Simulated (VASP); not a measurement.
# AlNi (Cmmm) in VASP: further runs, part 2 of 2

VASP 6.6.1. The steps go on from the part before.

### 4 Single point, r2SCAN, collinear spin, ferromagnetic start

POSCAR reads:

```
AlNi
1.0
    1.9386940000     -1.9531901500      0.0000000000
    1.9386940000      1.9531901500      0.0000000000
    0.0000000000      0.0000000000      3.0994300400
Al Ni
1 1
Direct
    0.0000000000      0.0000000000      0.0000000000
    0.5000000000      0.5000000000      0.5000000000
```

INCAR.step1 reads:

```
PREC = Accurate
ENCUT = 520
ISMEAR = 1
SIGMA = 0.1
LREAL = False
LASPH = True
NELM = 150
ISPIN = 2
MAGMOM = 0 1.5
LMAXMIX = 4
NBANDS = 18
GGA = PE
ALGO = Normal
EDIFF = 1E-4
LWAVE = True
LCHARG = False
```

INCAR.step2 reads:

```
PREC = Accurate
ENCUT = 520
EDIFF = 1E-6
ISMEAR = 1
SIGMA = 0.1
LREAL = False
LASPH = True
NELM = 150
ALGO = Normal
ISIF = 2
LWAVE = False
LCHARG = False
ISPIN = 2
MAGMOM = 0 1.5
LORBIT = 11
LMAXMIX = 4
METAGGA = R2SCAN
LMIXTAU = True
NBANDS = 18
ISTART = 1
```

KPOINTS reads:

```
regular mesh
0
Gamma
  6 6 6
```

Potentials or basis: VASP PAW PBE potentials, release 64 (Al, Ni).

Started as:

```console
$ cat potpaw_PBE.64/Al/POTCAR potpaw_PBE.64/Ni/POTCAR > POTCAR
$ cp INCAR.step1 INCAR
$ mpirun -np 1 vasp_std > vasp.out
$ cp INCAR.step2 INCAR
$ mpirun -np 1 vasp_std > vasp.out
```

OUTCAR:

```text
PREC = Accurate
   ENCUT = 520
   EDIFF = 1E-6
   ISMEAR = 1
   LREAL = False
   LASPH = True
   NELM = 150
   ISIF = 2
   ISPIN = 2
   LORBIT = 11
   METAGGA = R2SCAN
   ISTART = 1

 ion  position               nearest neighbor table
   1  0.000  0.000  0.000-   2 2.48   2 2.48   2 2.48   2 2.48   2 2.49   2 2.49   2 2.49   2 2.49

   2  0.500  0.500  0.500-   1 2.48   1 2.48   1 2.48   1 2.48   1 2.49   1 2.49   1 2.49   1 2.49

  LATTYP: Found a base centered orthorhombic cell.
 ALAT       =     3.8773880000
 B/A-ratio  =     1.0074772759
 C/A-ratio  =     0.7993603013

  Lattice vectors:

 A1 = (   1.9386940000,  -1.9531901500,   0.0000000000)
 A2 = (   1.9386940000,   1.9531901500,   0.0000000000)
 A3 = (   0.0000000000,   0.0000000000,   3.0994300400)

Analysis of symmetry for initial positions (statically):
=====================================================================
 Subroutine PRICEL returns:
 Original cell was already a primitive cell.

 Routine SETGRP: Setting up the symmetry group for a
 base centered orthorhombic supercell.

 Subroutine GETGRP returns: Found  8 space group operations
 (whereof  8 operations were pure point group operations)
 out of a pool of  8 trial point group operations.

The static configuration has the point symmetry D_2h.

Analysis of symmetry for dynamics (positions and initial velocities):
=====================================================================
 Subroutine PRICEL returns:
 Original cell was already a primitive cell.

 Routine SETGRP: Setting up the symmetry group for a
 base centered orthorhombic supercell.

 Subroutine GETGRP returns: Found  8 space group operations
 (whereof  8 operations were pure point group operations)
 out of a pool of  8 trial point group operations.

The dynamic configuration has the point symmetry D_2h.

Analysis of structural, dynamic, and magnetic symmetry:
=====================================================================
 Subroutine PRICEL returns:
 Original cell was already a primitive cell.

 Routine SETGRP: Setting up the symmetry group for a
 base centered orthorhombic supercell.

 Subroutine GETGRP returns: Found  8 space group operations
 (whereof  8 operations were pure point group operations)
 out of a pool of  8 trial point group operations.

The overall configuration has the point symmetry D_2h.

 Subroutine INISYM returns: Found  8 space group operations
 (whereof  8 operations are pure point group operations),
 and found     1 'primitive' translations

----------------------------------------------------------------------------------------

                                     Primitive cell

  volume of cell :      23.4728

  direct lattice vectors                    reciprocal lattice vectors
     1.938694000 -1.953190150  0.000000000     0.257905580 -0.255991461  0.000000000
     1.938694000  1.953190150  0.000000000     0.257905580  0.255991461  0.000000000
     0.000000000  0.000000000  3.099430040     0.000000000  0.000000000  0.322639965

  length of vectors
     2.751996764  2.751996764  3.099430040     0.363382603  0.363382603  0.322639965

  position of ions in fractional coordinates (direct lattice)
     0.000000000  0.000000000  0.000000000
[... 65 lines left out ...]
   ions per type =               1   1
   NGX,Y,Z   is equivalent  to a cutoff of  12.08, 12.08, 12.87 a.u.
   NGXF,Y,Z  is equivalent  to a cutoff of  24.16, 24.16, 25.75 a.u.
 SYSTEM =  unknown system
   PREC   = accura    normal or accurate (medium, high low for compatibility)
   ISTART =      1    job   : 0-new  1-cont  2-samecut
   ICHARG =      0    charge: 1-file 2-atom 10-const
   ISPIN  =      2    spin polarized calculation?
   LNONCOLLINEAR =      F non collinear calculations
   LSORBIT =      F    spin-orbit coupling
   LASPH  =      T    aspherical Exc in radial PAW
   ENCUT  =  520.0 eV  38.22 Ry    6.18 a.u.   5.12  5.12  5.76*2*pi/ulx,y,z
   NELM   =    150;   NELMIN=  2; NELMDL=  0     # of ELM steps
   EDIFF  = 0.1E-05   stopping-criterion for ELM
   LREAL  =      F    real-space projection
   EDIFFG = 0.1E-04   stopping-criterion for IOM
   NSW    =      0    number of steps for IOM
   IBRION =     -1    ionic relax: 0-MD 1-quasi-New 2-CG
   NFREE  =      0    steps in history (QN), initial steepest desc. (CG)
   ISIF   =      2    stress and relaxation
   ISYM   =      2    0-nonsym 1-usesym 2-fastsym
   POTIM  = 0.5000    time-step for ionic-motion
   TEBEG  =    0.0;   TEEND  =   0.0 temperature during run
   PSTRESS=    0.0 pullay stress
   NELECT =      13.0000    total number of electrons
   NUPDOWN=      -1.0000    fix difference up-down
   EMIN   =  10.00;   EMAX   =-10.00  energy-range for DOS
   EFERMI =   0.00;   METHOD = LEGACY
   ISMEAR =     1;   SIGMA  =   0.10  broadening in eV -4-tet -1-fermi 0-gaus
   EFERMI_NEDOS =   21; number of points for ismear=-14 and -15
   IALGO  =     38    algorithm
   IMIX   =      4    mixing-type and parameters
     AMIX     =   0.40;   BMIX     =  1.00
     AMIX_MAG =   1.60;   BMIX_MAG =  1.00
  volume/ion in A,a.u.               =      11.74        79.20
  Fermi-wavevector in a.u.,A,eV,Ry     =   1.344417  2.540580 24.591955  1.807458
  Thomas-Fermi vector in A             =   2.472413
   LORBIT       =     11    0 simple, 1 ext, 2 COOP (PROOUT), +10 PAW based schemes
   METAGGA = R2SCAN    functional components
   LHFCALC =     F    Hartree Fock is set to
   AEXX    =    0.0000 exact exchange contribution
   IVDW    =     0    specifies the selected vdW correction
   LEPSILON=     F    determine dielectric tensor
   LRPA    =     F    only Hartree local field effects (RPA)
 spin polarized calculation
 Methfessel and Paxton  Order N= 1 SIGMA  =   0.10
  energy-cutoff  :      520.00
  volume of cell :       23.47
 maximum number of plane-waves:       646
   NGX = 11   NGY = 11   NGZ = 11

 number of electron      13.0000021 magnetization      -0.0000006

 number of electron      13.0000021 magnetization       0.0000001

 Free energy of the ion-electron system (eV)
  ---------------------------------------------------
  ext. energy  EPLUGINS =         0.00000000
  ---------------------------------------------------
  free energy    TOTEN  =       -20.02851997 eV

  energy without entropy =      -20.02725678  energy(sigma->0) =      -20.02809891

 E-fermi :  10.3141     XC(G=0): -13.1114

 val. band max:       10.0232748887   @ k =   0.5000   0.3333   0.3333
 cond. band min:      10.3337697839   @ k =   0.3333   0.1667   0.3333
 fundamental gap:      0.3104948952
 Fermi energy:        10.3141102189

 spin component 1

 k-point     1 :       0.0000    0.0000    0.0000
  band No.  band energies     occupation
      1      -1.7342      1.00000
      2       6.5808      1.00000
      3       6.7671      1.00000
      4       8.4355      1.00000
      5       8.4538      1.00000
      6       8.6764      1.00000
[... 493 lines left out ...]
     17      37.2610      0.00000
     18      38.1043      0.00000

 [... further k-points ...]

 spin component 2

 k-point     1 :       0.0000    0.0000    0.0000
  band No.  band energies     occupation
      1      -1.7342      1.00000
      2       6.5808      1.00000
      3       6.7671      1.00000
      4       8.4355      1.00000
      5       8.4538      1.00000
      6       8.6764      1.00000
[... 493 lines left out ...]
     17      37.2610      0.00000
     18      38.1043      0.00000

 [... further k-points ...]
[... 5 lines left out ...]
  --------------------------------------------------------------------------------------
  -------------------------------------------------------------------------------------
  Total        0.3986786      0.1143363     -0.3861260      0.0000000      0.0000000      0.0000000
  in kB       27.2124677      7.8042119    -26.3556680      0.0000000      0.0000000      0.0000000
  external PRESSURE =       2.8870039 kB  Pullay stress =       0.0000000 kB

 VOLUME and BASIS-vectors are now :
 -----------------------------------------------------------------------------
  energy-cutoff  :      520.00
  volume of cell :       23.47
      direct lattice vectors                 reciprocal lattice vectors
     1.938694000 -1.953190150  0.000000000     0.257905580 -0.255991461  0.000000000
     1.938694000  1.953190150  0.000000000     0.257905580  0.255991461  0.000000000
     0.000000000  0.000000000  3.099430040     0.000000000  0.000000000  0.322639965

 POSITION                                       TOTAL-FORCE (eV/Angst)
 -----------------------------------------------------------------------------------
      0.00000      0.00000      0.00000         0.000000     -0.000000      0.000000
      1.93869      0.00000      1.54972        -0.000000      0.000000      0.000000
 -----------------------------------------------------------------------------------
    total drift:                                0.000000      0.000000      0.000000

  FREE ENERGIE OF THE ION-ELECTRON SYSTEM (eV)
  ---------------------------------------------------
  free  energy   TOTEN  =       -20.0285199678 eV

  energy  without entropy=      -20.0272567806  energy(sigma->0) =      -20.02809891

 total charge

# of ion       s       p       d       tot
------------------------------------------
    1        0.386   0.435   0.000   0.821
    2        0.496   0.560   8.486   9.543
--------------------------------------------------
tot          0.882   0.995   8.486  10.363

 magnetization (x)

# of ion       s       p       d       tot
------------------------------------------
    1       -0.000   0.000   0.000  -0.000
    2       -0.000   0.000   0.000   0.000
--------------------------------------------------
tot         -0.000   0.000   0.000   0.000
```

Run time: 55 s. Hardware: 1 thread of Intel Xeon 6975P-C (Granite Rapids), shared host; peak memory 0.17 GiB.

Results:

* Free energy: -20.0285 eV
* Pressure: 0.3 GPa
* Net moment: 0.00 μB per cell
* Valence electrons inside the program's atomic spheres: Al 0.82; Ni 9.54

Levels at points of the mesh, in eV from the Fermi level:
Spin up:
| k point | band 5 | band 6 | band 7 | band 8 | band 9 | band 10 |
| --- | --- | --- | --- | --- | --- | --- |
| (0.00, 0.00, 0.00) | -1.86 | -1.64 | 2.97 | 7.24 | 7.36 | 7.40 |
| (0.50, 0.00, 0.00) | -2.37 | -1.74 | -0.52 | 8.02 | 8.12 | 9.79 |
| (0.50, 0.50, 0.00) | -2.70 | -2.66 | -1.02 | 2.17 | 3.36 | 11.49 |
| (0.00, 0.00, 0.50) | -2.31 | -1.60 | -1.45 | 8.60 | 11.65 | 11.69 |
| (0.50, 0.00, 0.50) | -2.30 | -2.14 | -1.43 | 1.25 | 2.23 | 14.52 |
| (0.50, 0.50, 0.50) | -1.00 | 1.69 | 1.96 | 2.09 | 4.06 | 4.16 |
Spin down:
```
           k point  band 4  band 5  band 6  band 7  band 8  band 9  band 10  band 11
(0.00, 0.00, 0.00)   -1.88   -1.86   -1.64    2.97    7.24    7.36     7.40     8.80
(0.50, 0.00, 0.00)   -3.02   -2.37   -1.74   -0.52    8.02    8.12     9.79    12.10
(0.50, 0.50, 0.00)   -2.70   -2.70   -2.66   -1.02    2.17    3.36    11.49    14.12
(0.00, 0.00, 0.50)   -2.33   -2.31   -1.60   -1.45    8.60   11.65    11.69    12.10
(0.50, 0.00, 0.50)   -3.27   -2.30   -2.14   -1.43    1.25    2.23    14.52    16.15
(0.50, 0.50, 0.50)   -1.39   -1.00    1.69    1.96    2.09    4.06     4.16     4.52
```

Caveat: the k points lie up to 0.38 Å⁻¹ apart; the starting moments collapsed, and a magnetic state may lie lower; the PAW data sets were made with another functional, which shifts forces and pressure a little.

### 5 Single point, r2SCAN, collinear spin, ferromagnetic start

POSCAR is that of step 4.

INCAR.step1 reads:

```
SYSTEM = AlNi
ALGO     = Normal         ! electronic algorithm
EDIFF    = 1E-4           ! SCF threshold, eV
ENCUT    = 520            ! plane-wave cutoff, eV
GGA      = PE             ! functional
ISMEAR   = 1              ! smearing method
ISPIN    = 2              ! spin polarisation
LASPH    = .TRUE.         ! aspherical terms in the spheres
LCHARG   = .FALSE.        ! write CHGCAR
LMAXMIX  = 4              ! l up to which the mixer works
LREAL    = .FALSE.        ! projectors in reciprocal space
LWAVE    = .TRUE.         ! write WAVECAR
MAGMOM   = 0 1.5          ! initial moments
NBANDS   = 18             ! bands
NELM     = 150            ! most SCF steps
PREC     = Accurate       ! precision mode
SIGMA    = 0.1            ! smearing width, eV
```

INCAR.step2 reads:

```
SYSTEM = AlNi
ALGO     = Normal         ! electronic algorithm
EDIFF    = 1E-7           ! SCF threshold, eV
ENCUT    = 520            ! plane-wave cutoff, eV
ISIF     = 2              ! what is computed and relaxed
ISMEAR   = 1              ! smearing method
ISPIN    = 2              ! spin polarisation
ISTART   = 1            
LASPH    = .TRUE.         ! aspherical terms in the spheres
LCHARG   = .FALSE.        ! write CHGCAR
LMAXMIX  = 4              ! l up to which the mixer works
LMIXTAU  = .TRUE.       
LORBIT   = 11             ! projections on sites
LREAL    = .FALSE.        ! projectors in reciprocal space
LWAVE    = .FALSE.        ! write WAVECAR
MAGMOM   = 0 1.5          ! initial moments
METAGGA  = R2SCAN         ! meta-GGA
NBANDS   = 18             ! bands
NELM     = 150            ! most SCF steps
PREC     = Accurate       ! precision mode
SIGMA    = 0.1            ! smearing width, eV
```

KPOINTS reads:

```
k-points
0
G
  8 8 7
  0 0 0
```

Started as:

```console
$ cat potpaw_PBE.64/Al/POTCAR potpaw_PBE.64/Ni/POTCAR > POTCAR
$ cp INCAR.step1 INCAR
$ mpirun -np 1 vasp_std > vasp.out
$ cp INCAR.step2 INCAR
$ mpirun -np 1 vasp_std > vasp.out
```

Run time: 2.1 min. Hardware: 1 thread of Intel Xeon 6975P-C (Granite Rapids), shared host; peak memory 0.18 GiB.

It converged, with:

```yaml
Free_energy: -20.0079 eV
Pressure: 0.4 GPa
Net_moment: 0.00 μB per cell
Valence_electrons_inside_the_program's_atomic_spheres: Al 0.82; Ni 9.54
```

Stress tensor (GPa, compression positive):
```
 2.64  0.00  0.00
 0.00  1.09  0.00
 0.00  0.00 -2.54
```

Levels at points of the mesh, in eV from the Fermi level:
Spin up:
```tsv
k point	band 3	band 4	band 5	band 6	band 7	band 8	band 9	band 10	band 11	band 12
(0.00, 0.00, 0.00)	-3.42	-1.76	-1.74	-1.52	3.12	7.38	7.51	7.55	8.94	15.87
(0.50, 0.00, 0.00)	-2.93	-2.90	-2.25	-1.63	-0.40	8.17	8.27	9.93	12.25	13.55
(0.50, 0.50, 0.00)	-2.64	-2.58	-2.58	-2.51	-0.90	2.30	3.49	11.64	14.26	14.30
```
Spin down:
```tsv
k point	band 5	band 6	band 7	band 8	band 9	band 10
(0.00, 0.00, 0.00)	-1.74	-1.52	3.12	7.38	7.51	7.55
(0.50, 0.00, 0.00)	-2.25	-1.63	-0.40	8.17	8.27	9.93
(0.50, 0.50, 0.00)	-2.58	-2.51	-0.90	2.30	3.49	11.64
```

Caveat: the starting moments collapsed, and a magnetic state may lie lower; the PAW data sets were made with another functional, which shifts forces and pressure a little.
